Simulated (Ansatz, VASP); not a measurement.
CuO: VASP beside Ansatz

Contents of INCAR:

```
PREC = Accurate ; ENCUT = 520
EDIFF = 1E-7 ; ISMEAR = 0
SIGMA = 0.1 ; LREAL = False
LASPH = True ; NELM = 80
ALGO = Normal ; ISIF = 2
LWAVE = False ; LCHARG = False
GGA = PS ; NBANDS = 25
```

File KPOINTS:

```
Automatic mesh
0
Gamma
  12 12 7
```

POSCAR

```
CuO
1.0
    2.8941129565      0.0000000000      0.0000000000
    0.0116739775      2.8940894117      0.0000000000
    0.0006760620      0.0006733404      5.0920242741
Cu O
2 2
Direct
    0.0000000000      0.5000000000      0.0000000000
    0.5000000000      0.0000000000      0.5000000000
    0.4999601330      0.5000398670      0.2500000000
    0.5000398670      0.4999601330      0.7500000000
```

Input for Ansatz:

```yaml
crystal:
  lattice:
    - [2.8941129565, 0.0, 0.0]
    - [0.0116739775, 2.8940894117, 0.0]
    - [0.000676062, 0.0006733404, 5.0920242741]
  atoms:
    - { symbol: Cu, position: [0.0, 0.5, 0.0] }
    - { symbol: Cu, position: [0.5, 0.0, 0.5] }
    - { symbol: O, position: [0.499960133, 0.500039867, 0.25] }
    - { symbol: O, position: [0.500039867, 0.499960133, 0.75] }
basis:
  ecutwfc: 420
kpoints:
  mp_grid: { grid: [12, 12, 7] }
hamiltonian:
  xc: pbesol
scf:
  occupations: { method: gaussian, width: 0.1 }
output:
  forces: true
  stress: true
  eigenvalues: true
  write_density: true
  write_potential: true
  elf: true
  volumetric_format: npy
```

Alike in both runs: task single point; functional PBEsol; k mesh 12 × 12 × 7; occupations gaussian, width 0.1 eV; no spin polarisation.

|  | VASP | Ansatz |
| --- | --- | --- |
| version | VASP 6.6.1 | Ansatz 0.2.0 |
| potentials or method | VASP PAW PBE potentials, release 64 (Cu, O), cutoff 520 eV | scalar-relativistic, plane waves, PAW |
| valence electrons in the cell | 34 | 50 |

```csv
,VASP,Ansatz,Ansatz less VASP
gap on the k mesh at the Fermi level (eV),none,none,-
pressure (GPa),0.8,0.0,-0.76
"traceless stress, the component that is largest in VASP (GPa)",0.25,-0.05,-0.303
```

VASP's potentials were made for PBE, not for PBEsol. A gap of «none» marks a metal or a gap that the smearing closes. With one functional, cell and mesh, what is left measures potentials, basis and numerics. VASP's potentials hold 34 valence electrons a cell and Ansatz's 50, so a difference there can come from the potentials and not from the codes.
